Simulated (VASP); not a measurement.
# Ir3O in VASP: relaxation of the atoms with PBE

Aim: the relaxation of the atoms of Ir3O with PBE.

Everything below comes from runs of VASP 6.6.1. Logs are shortened: lines on timing, memory, paths and dates and some standing lists are left out, and cuts for length are marked.

## Step 1: The cell of the first run

The cell holds a slab with vacuum, 4 atoms: a = 2.737 Å, b = 2.737 Å, c = 19.843 Å, α = 90.00°, β = 90.00°, γ = 120.00°.

## Step 2: Relaxation of the atoms, PBE

The input, INCAR:

```
ALGO = Normal ; DIPOL = 0.5 0.5 0.352
EDIFF = 1E-7 ; EDIFFG = -0.025
ENCUT = 520 ; GGA = PE
GGA_COMPAT = False ; IBRION = 2
IDIPOL = 3 ; ISIF = 2
ISMEAR = 0 ; LASPH = True
LCHARG = False ; LDIPOL = True
LREAL = False ; LWAVE = False
NELM = 120 ; NELMDL = -8
NELMIN = 4 ; NSW = 36
PREC = Accurate ; SIGMA = 0.1
```

The input, KPOINTS:

```
k-points
0
Gamma
  12 12 1
```

The input, POSCAR:

```
Ir3O
1.0
    2.7367600872      0.0000000000      0.0000000000
   -1.3683800436      2.3701037596      0.0000000000
    0.0000000000      0.0000000000     19.8425800730
Ir O
3 1
Selective dynamics
Direct
    0.6666666667      0.3333333333      0.2015866881  F F F
    0.3333333333      0.6666666667      0.3110139949  F F F
    0.0000000000      0.0000000000      0.4204382718  F F F
    0.3333333333      0.6666666667      0.4739929746  F F T
```

Potentials or basis: VASP PAW PBE potentials, release 64 (Ir_sv_GW, O).

Command:

```
cat potpaw_PBE.64/Ir_sv_GW/POTCAR potpaw_PBE.64/O/POTCAR > POTCAR
mpirun -np 1 vasp_std > vasp.out
```

OUTCAR:

```text
EDIFF = 1E-7
   EDIFFG = -0.025
   ENCUT = 520
   GGA = PE
   IBRION = 2
   ISIF = 2
   ISMEAR = 0
   LASPH = True
   LREAL = False
   NELM = 120
   NELMDL = -8
   NELMIN = 4
   NSW = 36
   PREC = Accurate

 ion  position               nearest neighbor table
   1  0.667  0.333  0.202-   2 2.69   2 2.69   2 2.69
   2  0.333  0.667  0.311-   3 2.69   3 2.69   3 2.69   1 2.69   1 2.69   1 2.69
   3  0.000  0.000  0.420-   4 1.90   4 1.90   4 1.90   2 2.69   2 2.69   2 2.69
   4  0.333  0.667  0.474-   3 1.90   3 1.90   3 1.90

  LATTYP: Found a hexagonal cell.
 ALAT       =     2.7367600872
 C/A-ratio  =     7.2503907689

  Lattice vectors:

 A1 = (   2.7367600872,   0.0000000000,   0.0000000000)
 A2 = (  -1.3683800436,   2.3701037596,   0.0000000000)
 A3 = (   0.0000000000,   0.0000000000,  19.8425800730)

Analysis of symmetry for initial positions (statically):
=====================================================================
 Subroutine PRICEL returns:
 Original cell was already a primitive cell.

 Routine SETGRP: Setting up the symmetry group for a
 hexagonal supercell.

 Subroutine GETGRP returns: Found  6 space group operations
 (whereof  6 operations were pure point group operations)
 out of a pool of 24 trial point group operations.

The static configuration has the point symmetry C_3v.

Analysis of symmetry for dynamics (positions and initial velocities):
=====================================================================
 Subroutine PRICEL returns:
 Original cell was already a primitive cell.

 Routine SETGRP: Setting up the symmetry group for a
 hexagonal supercell.

 Subroutine GETGRP returns: Found  6 space group operations
 (whereof  6 operations were pure point group operations)
 out of a pool of 24 trial point group operations.

The dynamic configuration has the point symmetry C_3v.

Analysis of constrained symmetry for selective dynamics:
=====================================================================
 Subroutine PRICEL returns:
 Original cell was already a primitive cell.

[... 126 lines left out ...]
  volume/ion in A,a.u.               =      32.18       217.14
  Fermi-wavevector in a.u.,A,eV,Ry     =   1.247860  2.358113 21.186359  1.557153
  Thomas-Fermi vector in A             =   2.381973
   LORBIT       =      0    0 simple, 1 ext, 2 COOP (PROOUT), +10 PAW based schemes
   GGA     = PE    functional components
   LHFCALC =     F    Hartree Fock is set to
   AEXX    =    0.0000 exact exchange contribution
   IVDW    =     0    specifies the selected vdW correction
   LEPSILON=     F    determine dielectric tensor
   LRPA    =     F    only Hartree local field effects (RPA)
 conjugate gradient relaxation of ions
 non-spin polarized calculation
 Gauss-broadening in eV      SIGMA  =   0.10
  energy-cutoff  :      520.00
  volume of cell :      128.71
 maximum number of plane-waves:      3499
   NGX = 11   NGY = 11   NGZ = 73

--------------------------------------- Ionic step        1  -------------------------------------------

 number of electron      56.9999996 magnetization

 Free energy of the ion-electron system (eV)
  ---------------------------------------------------
  ext. energy  EPLUGINS =         0.00000000
  ---------------------------------------------------
  free energy    TOTEN  =       -31.54223027 eV

  energy without entropy =      -31.53101306  energy(sigma->0) =      -31.53662167

------------------------ aborting loop because EDIFF is reached ----------------------------------------

  FORCE on cell =-STRESS in cart. coord.  units (eV):
  Direction    XX          YY          ZZ          XY          YZ          ZX
  --------------------------------------------------------------------------------------
  -------------------------------------------------------------------------------------
  Total        8.1813231      8.1813231      6.8112985      0.0000000      0.0000000     -0.0000000
  in kB      101.8431672    101.8431672     84.7887566      0.0000000      0.0000000     -0.0000000
  external PRESSURE =      96.1583637 kB  Pullay stress =       0.0000000 kB
[... 19 lines left out ...]
  FREE ENERGIE OF THE ION-ELECTRON SYSTEM (eV)
  ---------------------------------------------------
  free  energy   TOTEN  =       -31.5422302723 eV

  energy  without entropy=      -31.5310130596  energy(sigma->0) =      -31.53662167

 dipolmoment           0.000000      0.000000     -0.000296 electrons x Angstroem

--------------------------------------- Ionic step        2  -------------------------------------------

 number of electron      56.9999995 magnetization

------------------------ aborting loop because EDIFF is reached ----------------------------------------
[... 71 lines left out ...]
--------------------------------------- Ionic step        4  -------------------------------------------

 number of electron      57.0000000 magnetization

 dipolmoment           0.000000      0.000000      0.017433 electrons x Angstroem

 Free energy of the ion-electron system (eV)
  ---------------------------------------------------
  ext. energy  EPLUGINS =         0.00000000
  ---------------------------------------------------
  free energy    TOTEN  =       -31.86447944 eV

  energy without entropy =      -31.83482990  energy(sigma->0) =      -31.84965467

 E-fermi :   1.1018     XC(G=0):  -6.2579

 val. band max:        1.0992795906   @ k =   0.3333  -0.0000   0.0000
 cond. band min:       1.1377240158   @ k =   0.5000  -0.0000   0.0000
 fundamental gap:      0.0384444252
 Fermi energy:         1.1018222863

 k-point     1 :       0.0000    0.0000    0.0000
  band No.  band energies     occupation
      1     -92.8729      2.00000
      2     -91.9271      2.00000
      3     -91.4141      2.00000
      4     -49.8602      2.00000
      5     -49.4228      2.00000
      6     -49.4228      2.00000
[... 692 lines left out ...]
     33       6.9652      0.00000
     34       7.0123      0.00000

------------------------ aborting loop because EDIFF is reached ----------------------------------------

 vacuum level on the upper side and lower side of the slab       (xc-potential included)         0.095        -0.373

  FORCE on cell =-STRESS in cart. coord.  units (eV):
  Direction    XX          YY          ZZ          XY          YZ          ZX
  --------------------------------------------------------------------------------------
  -------------------------------------------------------------------------------------
  Total        2.8624317      2.8624317      1.6335721      0.0000000     -0.0000000     -0.0000000
  in kB       35.6322701     35.6322701     20.3351160      0.0000000     -0.0000000     -0.0000000
  external PRESSURE =      30.5332187 kB  Pullay stress =       0.0000000 kB
[... 19 lines left out ...]
  FREE ENERGIE OF THE ION-ELECTRON SYSTEM (eV)
  ---------------------------------------------------
  free  energy   TOTEN  =       -31.8644794391 eV

  energy  without entropy=      -31.8348299031  energy(sigma->0) =      -31.84965467

 reached required accuracy - stopping structural energy minimisation

 vacuum level on the upper side and lower side of the slab         6.926         6.441
```

OSZICAR:

```text
N       E                     dE             d eps       ncg     rms          rms(c)
DAV:   1     0.616346813755E+03    0.61635E+03   -0.39576E+04  1724   0.158E+03
DAV:   2     0.351269661613E+01   -0.61283E+03   -0.60166E+03  1612   0.475E+02
DAV:   3    -0.366584115659E+02   -0.40171E+02   -0.39520E+02  1624   0.115E+02
DAV:   4    -0.376016139761E+02   -0.94320E+00   -0.92948E+00  1624   0.161E+01
[... 119 lines left out ...]
DAV:  18    -0.318644787752E+02   -0.27873E-06   -0.12075E-08   724   0.541E-04    0.109E-03
DAV:  19    -0.318644791088E+02   -0.33358E-06   -0.20194E-08   784   0.439E-04    0.142E-03
DAV:  20    -0.318644792797E+02   -0.17089E-06   -0.12069E-08   714   0.395E-04    0.825E-04
DAV:  21    -0.318644794047E+02   -0.12504E-06   -0.78053E-09   728   0.281E-04    0.458E-04
DAV:  22    -0.318644794391E+02   -0.34446E-07   -0.34496E-09   678   0.196E-04
   4 F= -.31864479E+02 E0= -.31849655E+02  d E =-.322249E+00
```

Run time: 6.6 min. Hardware: 1 thread of Intel Xeon 6975P-C (Granite Rapids), shared host; peak memory 0.26 GiB.

What came out:

```yaml
Free_energy: -31.8645 eV
Energy_gained_by_relaxing: 80.6 meV/atom
Ionic_steps: 4
Band_gap_on_the_k_mesh: zero (an odd number of electrons rules out a gap without spin polarisation)
```

Step by step:
| step | energy change (eV) | largest force on free atoms (eV/Å) | pressure (GPa) |
| --- | --- | --- | --- |
| 1 | 0.0000 | 3.6516 | 9.62 |
| 2 | -0.3149 | 0.3965 | 4.09 |
| 3 | -0.3217 | 0.1048 | 2.79 |
| 4 | -0.3222 | 0.0041 | 3.05 |

Final structure:
```
CELL_PARAMETERS angstrom
2.73676 0.00000 0.00000
-1.36838 2.37010 0.00000
0.00000 0.00000 19.84258
ATOMIC_POSITIONS crystal
Ir 0.66667 0.33333 0.20159
Ir 0.33333 0.66667 0.31101
Ir 0.00000 0.00000 0.42044
O 0.33333 0.66667 0.48480
```

Caveat: spin-orbit coupling is left out, which moves the levels of the heavy elements.

The gap in the log of VASP goes by the Fermi energy; the results here count the filled bands.